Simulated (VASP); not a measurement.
# BaTiO3 (Pm-3m) in VASP: notebook

The runs below take BaTiO3 through electric field gradients, with PBE.

Program: VASP 6.6.1. These are calculated values, not measurements. Logs are shortened: lines on timing, memory, paths and dates and some standing lists are left out, and cuts for length are marked.

## 1. The cell of the first run

Symmetry: Pm-3m, No. 221, cubic system. Conventional cell: a = 4.021 Å, b = 4.021 Å, c = 4.021 Å, α = 90.00°, β = 90.00°, γ = 90.00°. Within 3.7 Å of Ba (site symmetry m-3m) lie 12 O at 2.84 Å and 8 Ti at 3.48 Å. Ti (site symmetry m-3m) has 6 O at 2.01 Å within 2.7 Å. Within 2.7 Å of O (site symmetry 4/mmm) lie 2 Ti at 2.01 Å.

## 2. Electric field gradients, PBE (13.00 Å³/atom)

INCAR reads:

```
SYSTEM = BaTiO3
ALGO = Normal
EDIFF = 1E-8
ENCUT = 520
GGA = PE
ISIF = 2
ISMEAR = -1
LASPH = .TRUE.
LCHARG = .FALSE.
LEFG = .TRUE.
LREAL = .FALSE.
LWAVE = .FALSE.
NBANDS = 28
NELM = 80
PREC = Accurate
SIGMA = 0.05
```

KPOINTS reads:

```
k-points
0
G
  8 8 8
  0 0 0
```

POSCAR reads:

```
BaTiO3
1.0
    4.0206133868      0.0000000000      0.0000000000
    0.0000000000      4.0206133868      0.0000000000
    0.0000000000      0.0000000000      4.0206133868
Ba Ti O
1 1 3
Direct
    0.5000000000      0.5000000000      0.5000000000
    0.0000000000      0.0000000000      0.0000000000
    0.5000000000      0.0000000000      0.0000000000
    0.0000000000      0.5000000000      0.0000000000
    0.0000000000      0.0000000000      0.5000000000
```

Potentials or basis: VASP PAW PBE potentials, release 64 (Ba_sv, Ti_sv, O).

Run with:

```sh
cat potpaw_PBE.64/Ba_sv/POTCAR potpaw_PBE.64/Ti_sv/POTCAR potpaw_PBE.64/O/POTCAR > POTCAR
mpirun -np 1 vasp_std > vasp.out
```

OUTCAR:

```text
SYSTEM = BaTiO3
   EDIFF = 1E-8
   ENCUT = 520
   GGA = PE
   ISIF = 2
   ISMEAR = -1
   LASPH = .TRUE.
   LREAL = .FALSE.
   NELM = 80
   PREC = Accurate

 ion  position               nearest neighbor table
   1  0.500  0.500  0.500-   3 2.84   4 2.84   5 2.84   3 2.84   4 2.84   3 2.84   5 2.84   3 2.84
                             4 2.84   5 2.84   4 2.84   5 2.84   2 3.48   2 3.48   2 3.48   2 3.48
   2  0.000  0.000  0.000-   3 2.01   4 2.01   5 2.01   5 2.01   4 2.01   3 2.01   1 3.48   1 3.48
                             1 3.48   1 3.48   1 3.48   1 3.48   1 3.48   1 3.48
   3  0.500  0.000  0.000-   2 2.01   2 2.01   1 2.84   1 2.84   1 2.84   1 2.84
   4  0.000  0.500  0.000-   2 2.01   2 2.01   1 2.84   1 2.84   1 2.84   1 2.84
   5  0.000  0.000  0.500-   2 2.01   2 2.01   1 2.84   1 2.84   1 2.84   1 2.84

  LATTYP: Found a simple cubic cell.
 ALAT       =     4.0206133868

  Lattice vectors:

 A1 = (   4.0206133868,   0.0000000000,   0.0000000000)
 A2 = (   0.0000000000,   4.0206133868,   0.0000000000)
 A3 = (   0.0000000000,   0.0000000000,   4.0206133868)

Analysis of symmetry for initial positions (statically):
=====================================================================
 Subroutine PRICEL returns:
 Original cell was already a primitive cell.

 Routine SETGRP: Setting up the symmetry group for a
 simple cubic supercell.

 Subroutine GETGRP returns: Found 48 space group operations
 (whereof 48 operations were pure point group operations)
 out of a pool of 48 trial point group operations.

The static configuration has the point symmetry O_h .

Analysis of symmetry for dynamics (positions and initial velocities):
=====================================================================
 Subroutine PRICEL returns:
 Original cell was already a primitive cell.

 Routine SETGRP: Setting up the symmetry group for a
 simple cubic supercell.

 Subroutine GETGRP returns: Found 48 space group operations
 (whereof 48 operations were pure point group operations)
 out of a pool of 48 trial point group operations.

The dynamic configuration has the point symmetry O_h .

 Subroutine INISYM returns: Found 48 space group operations
 (whereof 48 operations are pure point group operations),
 and found     1 'primitive' translations

----------------------------------------------------------------------------------------

                                     Primitive cell

  volume of cell :      64.9946

  direct lattice vectors                    reciprocal lattice vectors
     4.020613387  0.000000000  0.000000000     0.248718269  0.000000000  0.000000000
     0.000000000  4.020613387  0.000000000     0.000000000  0.248718269  0.000000000
     0.000000000  0.000000000  4.020613387     0.000000000  0.000000000  0.248718269

  length of vectors
     4.020613387  4.020613387  4.020613387     0.248718269  0.248718269  0.248718269

  position of ions in fractional coordinates (direct lattice)
     0.500000000  0.500000000  0.500000000
     0.000000000  0.000000000  0.000000000
     0.500000000  0.000000000  0.000000000
     0.000000000  0.500000000  0.000000000
     0.000000000  0.000000000  0.500000000

  ion indices of the primitive-cell ions
   primitive index   ion index
                 1           1
                 2           2
                 3           3
                 4           4
                 5           5

----------------------------------------------------------------------------------------

 KPOINTS: k-points

Automatic generation of k-mesh.
 Grid dimensions read from file:
 generate k-points for:    8    8    8

 Generating k-lattice:

  Cartesian coordinates                     Fractional coordinates (reciprocal lattice)
     0.031089784  0.000000000  0.000000000     0.125000000  0.000000000  0.000000000
     0.000000000  0.031089784  0.000000000     0.000000000  0.125000000  0.000000000
     0.000000000  0.000000000  0.031089784     0.000000000  0.000000000  0.125000000

  Length of vectors
     0.031089784  0.031089784  0.031089784

  Shift w.r.t. Gamma in fractional coordinates (k-lattice)
     0.000000000  0.000000000  0.000000000

 Subroutine IBZKPT returns following result:
 ===========================================

 Found     35 irreducible k-points:

 Following reciprocal coordinates:
            Coordinates               Weight
  0.000000  0.000000  0.000000      1.000000
  0.125000  0.000000  0.000000      6.000000
  0.250000  0.000000  0.000000      6.000000
  0.375000  0.000000  0.000000      6.000000
  0.500000  0.000000  0.000000      3.000000
  0.125000  0.125000  0.000000     12.000000
[... 16 lines left out ...]
  0.375000  0.375000  0.125000     24.000000
  0.500000  0.375000  0.125000     24.000000
 [... further k-points ...]
   k-points           NKPTS =     35   k-points in BZ     NKDIM =     35   number of bands    NBANDS=     28
   number of dos      NEDOS =    301   number of ions     NIONS =      5
   total plane-waves  NPLWV =  27000
   dimension x,y,z NGX =    30 NGY =   30 NGZ =   30
   dimension x,y,z NGXF=    60 NGYF=   60 NGZF=   60
   ions per type =               1   1   3
   NGX,Y,Z   is equivalent  to a cutoff of  12.40, 12.40, 12.40 a.u.
   NGXF,Y,Z  is equivalent  to a cutoff of  24.81, 24.81, 24.81 a.u.
 SYSTEM =  BaTiO3
   PREC   = accura    normal or accurate (medium, high low for compatibility)
   ISTART =      0    job   : 0-new  1-cont  2-samecut
   ICHARG =      2    charge: 1-file 2-atom 10-const
   ISPIN  =      1    spin polarized calculation?
   LNONCOLLINEAR =      F non collinear calculations
   LSORBIT =      F    spin-orbit coupling
   LASPH  =      T    aspherical Exc in radial PAW
   ENCUT  =  520.0 eV  38.22 Ry    6.18 a.u.   7.48  7.48  7.48*2*pi/ulx,y,z
   NELM   =     80;   NELMIN=  2; NELMDL= -5     # of ELM steps
   EDIFF  = 0.1E-07   stopping-criterion for ELM
   LREAL  =      F    real-space projection
   EDIFFG = 0.1E-06   stopping-criterion for IOM
   NSW    =      0    number of steps for IOM
   IBRION =     -1    ionic relax: 0-MD 1-quasi-New 2-CG
   NFREE  =      0    steps in history (QN), initial steepest desc. (CG)
   ISIF   =      2    stress and relaxation
   ISYM   =      2    0-nonsym 1-usesym 2-fastsym
   POTIM  = 0.5000    time-step for ionic-motion
   TEBEG  =    0.0;   TEEND  =   0.0 temperature during run
   PSTRESS=    0.0 pullay stress
   NELECT =      40.0000    total number of electrons
   NUPDOWN=      -1.0000    fix difference up-down
   EMIN   =  10.00;   EMAX   =-10.00  energy-range for DOS
   EFERMI =   0.00;   METHOD = LEGACY
   ISMEAR =    -1;   SIGMA  =   0.05  broadening in eV -4-tet -1-fermi 0-gaus
   EFERMI_NEDOS =   21; number of points for ismear=-14 and -15
   IALGO  =     38    algorithm
   IMIX   =      4    mixing-type and parameters
     AMIX     =   0.40;   BMIX     =  1.00
     AMIX_MAG =   1.60;   BMIX_MAG =  1.00
  volume/ion in A,a.u.               =      13.00        87.72
  Fermi-wavevector in a.u.,A,eV,Ry     =   1.392523  2.631488 26.383350  1.939122
  Thomas-Fermi vector in A             =   2.516258
   LORBIT       =      0    0 simple, 1 ext, 2 COOP (PROOUT), +10 PAW based schemes
   GGA     = PE    functional components
   LHFCALC =     F    Hartree Fock is set to
   AEXX    =    0.0000 exact exchange contribution
   IVDW    =     0    specifies the selected vdW correction
   LEPSILON=     F    determine dielectric tensor
   LRPA    =     F    only Hartree local field effects (RPA)
 non-spin polarized calculation
  energy-cutoff  :      520.00
  volume of cell :       64.99
 maximum number of plane-waves:      1775
 NGX is ok and might be reduce to    30
   NGX = 15   NGY = 15   NGZ = 15

 number of electron      39.9999976 magnetization

 Free energy of the ion-electron system (eV)
  ---------------------------------------------------
  ext. energy  EPLUGINS =         0.00000000
  ---------------------------------------------------
  free energy    TOTEN  =       -39.98247164 eV

  energy without entropy =      -39.98247164  energy(sigma->0) =      -39.98247164

 E-fermi :   4.6049     XC(G=0): -11.1889

 val. band max:        3.7299861461   @ k =   0.5000   0.5000   0.5000
 cond. band min:       5.4480014276   @ k =   0.0000   0.0000   0.0000
 fundamental gap:      1.7180152814
 Fermi energy:         4.6049254877

 k-point     1 :       0.0000    0.0000    0.0000
  band No.  band energies     occupation
      1     -52.9643      2.00000
      2     -29.1681      2.00000
      3     -29.1681      2.00000
      4     -29.1681      2.00000
      5     -21.1157      2.00000
      6     -13.1316      2.00000
[... 20 lines left out ...]
     27       8.7654      0.00000
     28      10.9651      0.00000

 k-point     2 :       0.1250    0.0000    0.0000
  band No.  band energies     occupation
      1     -52.9642      2.00000
      2     -29.1753      2.00000
      3     -29.1678      2.00000
      4     -29.1678      2.00000
      5     -21.0998      2.00000
      6     -13.1375      2.00000
[... 20 lines left out ...]
     27       9.0683      0.00000
     28      11.3376      0.00000

 k-point     3 :       0.2500    0.0000    0.0000
  band No.  band energies     occupation
      1     -52.9638      2.00000
      2     -29.1925      2.00000
      3     -29.1672      2.00000
      4     -29.1672      2.00000
      5     -21.0609      2.00000
      6     -13.1939      2.00000
[... 616 lines left out ...]
      3     -29.2067      2.00000
      4     -29.1719      2.00000
      5     -20.9452      2.00000
      6     -12.8562      2.00000
[... 20 lines left out ...]
     27      11.9103      0.00000
     28      12.5346      0.00000

 k-point    24 :       0.5000    0.3750    0.1250
  band No.  band energies     occupation
      1     -52.9624      2.00000
      2     -29.2138      2.00000
      3     -29.2065      2.00000
      4     -29.1716      2.00000
      5     -20.9339      2.00000
      6     -12.8009      2.00000
[... 20 lines left out ...]
     27      11.8553      0.00000
     28      12.6476      0.00000

 [... further k-points ...]

------------------------ aborting loop because EDIFF is reached ----------------------------------------

  FORCE on cell =-STRESS in cart. coord.  units (eV):
  Direction    XX          YY          ZZ          XY          YZ          ZX
  --------------------------------------------------------------------------------------
  -------------------------------------------------------------------------------------
  Total        0.6234946      0.6234946      0.6234946     -0.0000000     -0.0000000     -0.0000000
  in kB       15.3697343     15.3697343     15.3697343     -0.0000000     -0.0000000     -0.0000000
  external PRESSURE =      15.3697343 kB  Pullay stress =       0.0000000 kB

 VOLUME and BASIS-vectors are now :
 -----------------------------------------------------------------------------
  energy-cutoff  :      520.00
  volume of cell :       64.99
      direct lattice vectors                 reciprocal lattice vectors
     4.020613387  0.000000000  0.000000000     0.248718269  0.000000000  0.000000000
     0.000000000  4.020613387  0.000000000     0.000000000  0.248718269  0.000000000
     0.000000000  0.000000000  4.020613387     0.000000000  0.000000000  0.248718269

 POSITION                                       TOTAL-FORCE (eV/Angst)
 -----------------------------------------------------------------------------------
      2.01031      2.01031      2.01031         0.000000      0.000000      0.000000
      0.00000      0.00000      0.00000         0.000000      0.000000      0.000000
      2.01031      0.00000      0.00000         0.000000      0.000000      0.000000
      0.00000      2.01031      0.00000         0.000000      0.000000      0.000000
      0.00000      0.00000      2.01031         0.000000      0.000000      0.000000
 -----------------------------------------------------------------------------------
    total drift:                                0.000000     -0.000000      0.000000

  FREE ENERGIE OF THE ION-ELECTRON SYSTEM (eV)
  ---------------------------------------------------
  free  energy   TOTEN  =       -39.9824716447 eV

  energy  without entropy=      -39.9824716415  energy(sigma->0) =      -39.98247164

 Electric field gradients (V/A^2)
---------------------------------------------------------------------
 ion       V_xx      V_yy      V_zz      V_xy      V_xz      V_yz
---------------------------------------------------------------------
   1       0.000     0.000    -0.000     0.000     0.000     0.000
   2      -0.000    -0.000     0.000    -0.000    -0.000    -0.000
   3      26.045   -13.023   -13.023     0.000    -0.000    -0.000
   4     -13.023    26.045   -13.023     0.000     0.000     0.000
   5     -13.023   -13.023    26.045     0.000    -0.000    -0.000
---------------------------------------------------------------------

 Electric field gradients after diagonalization (V/A^2)
 (convention: |V_zz| > |V_xx| > |V_yy|)
----------------------------------------------------------------------
 ion       V_xx      V_yy      V_zz     asymmetry (V_yy - V_xx)/ V_zz
----------------------------------------------------------------------
   1       0.000     0.000    -0.000       0.060
   2      -0.000    -0.000     0.000       0.010
   3     -13.023   -13.023    26.045       0.000
   4     -13.023   -13.023    26.045       0.000
   5     -13.023   -13.023    26.045       0.000
----------------------------------------------------------------------

           NMR quadrupolar parameters

 Cq : quadrupolar parameter    Cq=e*Q*V_zz/h
 eta: asymmetry parameters     (V_yy - V_xx)/ V_zz
 Q  : nuclear electric quadrupole moment in mb (millibarn)
----------------------------------------------------------------------
 ion       Cq(MHz)       eta       Q (mb)
----------------------------------------------------------------------
   1      -0.000       0.060       1.000
   2       0.000       0.010       1.000
   3       0.063       0.000       1.000
   4       0.063       0.000       1.000
   5       0.063       0.000       1.000
----------------------------------------------------------------------
```

Run time: 2.1 min. Hardware: 1 thread of Intel Xeon 8259CL, shared host; peak memory 0.21 GiB.

What came out:

* Free energy: -39.9825 eV
* Pressure: 1.5 GPa
* Band gap on the k mesh: 1.72 eV (least direct gap 1.88 eV)
* Largest electric field gradient by atom: Ba +0.0; Ti -0.0; O +26.0 V/Å²

Levels at points of the mesh, in eV from the valence-band top:
| k point | band 16 | band 17 | band 18 | band 19 | band 20 | band 21 | band 22 | band 23 | band 24 | band 25 |
| --- | --- | --- | --- | --- | --- | --- | --- | --- | --- | --- |
| (0.00, 0.00, 0.00) | -1.07 | -1.07 | -0.16 | -0.16 | -0.16 | 1.72 | 1.72 | 1.72 | 3.81 | 3.81 |
| (0.50, 0.00, 0.00) | -1.88 | -1.81 | -1.81 | -0.71 | -0.71 | 1.87 | 3.42 | 3.42 | 3.82 | 5.80 |
| (0.50, 0.50, 0.00) | -2.64 | -1.73 | -0.88 | -0.88 | -0.09 | 3.42 | 3.42 | 3.83 | 4.64 | 7.52 |
| (0.50, 0.50, 0.50) | -2.41 | -2.41 | 0.00 | 0.00 | 0.00 | 4.07 | 4.07 | 4.07 | 6.66 | 6.66 |

Electric field gradients, principal values (V/Å²):
```
atom    least   middle  greatest (by size)
1 Ba    0.000    0.000               0.000
2 Ti    0.000    0.000               0.000
 3 O  -13.023  -13.023              26.045
 4 O  -13.023  -13.023              26.045
 5 O  -13.023  -13.023              26.045
```

Caveat: without QUAD_EFG the Cq values of the log hold for a quadrupole moment of 1 mb, not for the nuclei; spin-orbit coupling is left out, which moves the levels of the heavy elements.

(Continued in part 2 of 2.)
